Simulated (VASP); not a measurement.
## Sn2P3: relaxation of cell and atoms with PBE

Sn2P3:

```xyz
5
Lattice="3.6740 0.0000 0.0000 -1.8370 3.1818 0.0000 0.0000 0.0000 9.7721" Properties=species:S:1:pos:R:3 pbc="T T T"
Sn    0.0000    2.1212    1.7264
Sn    1.8370    1.0606    8.0457
P     0.0000    0.0000    0.0000
P     0.0000    2.1212    5.4431
P     1.8370    1.0606    4.3290
```

* Program: VASP 6.6.1
* Task: relaxation of cell and atoms
* Functional: PBE
* Potentials or basis: VASP PAW PBE potentials, release 64 (Sn_d, P)
* Cutoff: 600 eV
* k mesh: 12 × 12 × 4
* Occupations: gaussian, width 0.1 eV
* Spin: no spin polarisation
* Dipole correction: no
* Further INCAR settings: ALGO = Normal; EDIFF = 1e-07; IBRION = 2; EDIFFG = -0.01; NSW = 100; ISIF = 3

```
Relaxed volume                        : 24.75 Å³/atom
Relaxed cell                          : a = 3.419 Å, b = 3.419 Å, c = 12.226 Å, α = 90.00°, β = 90.00°, γ = 120.00°
Space group after relaxing (to 0.1 Å) : P-3m1 (No. 164)
Energy gained by relaxing             : 27.3 meV/atom
Ionic steps                           : 40
Pressure after relaxing               : 0.0 GPa
Largest force after relaxing          : 0.010 eV/Å
Band gap on the k mesh                : zero (an odd number of electrons rules out a gap without spin polarisation)
```

Forces in eV/Å, atoms in the order of the input:
```
Sn   0.000  0.000 -0.010
Sn   0.000  0.000  0.010
P    0.000  0.000  0.000
P    0.000  0.000 -0.010
P    0.000  0.000  0.010
```

Step by step:
| step | energy change (eV) | largest force (eV/Å) | pressure (GPa) | volume (Å³) |
| --- | --- | --- | --- | --- |
| 1 | 0.0000 | 0.2310 | -0.20 | 114.23 |
| 2 | -0.0128 | 0.1093 | -0.22 | 113.76 |
| 3 | -0.0217 | 0.1311 | -0.24 | 113.07 |
| 4 | -0.0220 | 0.1826 | -0.24 | 112.92 |
| 5 | -0.0284 | 0.1082 | 0.44 | 111.88 |
| 6 | -0.0294 | 0.0662 | 0.85 | 111.30 |
| 7 | -0.0333 | 0.0646 | 0.84 | 111.46 |
| 8 | -0.0442 | 0.0660 | 0.82 | 111.91 |
| 9 | -0.0659 | 0.0212 | 0.94 | 112.73 |
| 10 | -0.0786 | 0.3145 | 2.04 | 113.97 |
| 11 | 0.1486 | 1.5436 | 6.23 | 114.98 |
| 12 | -0.0687 | 0.5519 | 2.60 | 114.13 |
| 13 | -0.0724 | 0.5532 | 2.55 | 114.37 |
| 14 | -0.0840 | 0.5595 | 2.40 | 115.08 |
| 15 | -0.1010 | 0.5215 | 2.05 | 116.46 |
| 16 | -0.0926 | 0.4210 | 1.63 | 119.09 |
| 17 | -0.1025 | 0.4932 | 1.86 | 117.52 |
| 18 | -0.1088 | 0.4206 | 1.62 | 117.79 |
| 19 | -0.1222 | 0.2074 | 0.92 | 118.62 |
| 20 | -0.1258 | 0.1980 | -0.38 | 120.27 |
| 21 | -0.1281 | 0.1026 | 0.09 | 119.64 |
| 22 | -0.1281 | 0.1015 | 0.12 | 119.60 |
| 23 | -0.1284 | 0.0965 | 0.12 | 119.65 |
| 24 | -0.1291 | 0.0810 | 0.12 | 119.82 |
| 25 | -0.1299 | 0.0498 | 0.12 | 120.14 |
| 26 | -0.1293 | 0.1404 | 0.13 | 120.80 |
| 27 | -0.1300 | 0.0753 | 0.12 | 120.35 |
| 28 | -0.1304 | 0.0523 | 0.07 | 120.53 |
| 29 | -0.1313 | 0.0333 | -0.09 | 121.06 |
| 30 | -0.1309 | 0.1546 | -0.41 | 122.14 |
| 31 | -0.1314 | 0.0688 | -0.21 | 121.47 |
| 32 | -0.1320 | 0.0701 | -0.17 | 121.53 |
| 33 | -0.1334 | 0.0736 | -0.06 | 121.72 |
| 34 | -0.1346 | 0.0800 | 0.19 | 122.10 |
| 35 | -0.1356 | 0.0393 | 0.12 | 122.65 |
| 36 | -0.1361 | 0.0321 | 0.01 | 123.60 |
| 37 | -0.1362 | 0.0232 | 0.02 | 123.48 |
| 38 | -0.1362 | 0.0189 | -0.03 | 123.66 |
| 39 | -0.1362 | 0.0196 | -0.04 | 123.70 |
| 40 | -0.1363 | 0.0100 | -0.02 | 123.74 |

Final structure:
```yaml
crystal:
  lattice:
    - [3.41869, 0.00000, 0.00000]
    - [-1.70934, 2.96067, 0.00000]
    - [0.00000, 0.00000, 12.22573]
  atoms:
    - { symbol: Sn, position: [0.33333, 0.66667, 0.15862] }
    - { symbol: Sn, position: [0.66667, 0.33333, 0.84138] }
    - { symbol: P, position: [0.00000, 0.00000, 0.00000] }
    - { symbol: P, position: [0.33333, 0.66667, 0.54934] }
    - { symbol: P, position: [0.66667, 0.33333, 0.45066] }
```

Levels at points of the mesh, in eV from the Fermi level:
```csv
k point,band 19,band 20,band 21,band 22,band 23,band 24,band 25
"(0.00, 0.00, 0.00)",-1.74,0.92,0.92,1.13,1.87,1.87,3.03
"(0.50, 0.00, 0.00)",-2.88,-2.10,-1.81,-0.99,0.22,1.61,1.71
"(0.00, 0.00, 0.50)",-0.70,0.92,0.92,0.98,1.87,1.87,2.42
"(0.50, 0.00, 0.50)",-3.00,-1.92,-1.57,-0.99,0.14,0.90,1.58
```

It took 82 min on 1 thread of Intel(R) Xeon(R) Platinum 8488C (Sapphire Rapids), with other jobs on the host, peak memory 0.41 GiB.

Caveat: a cell axis changed by over 15 % at a fixed basis, so the end point is rough; spin-orbit coupling is left out, which moves the levels of the heavy elements.
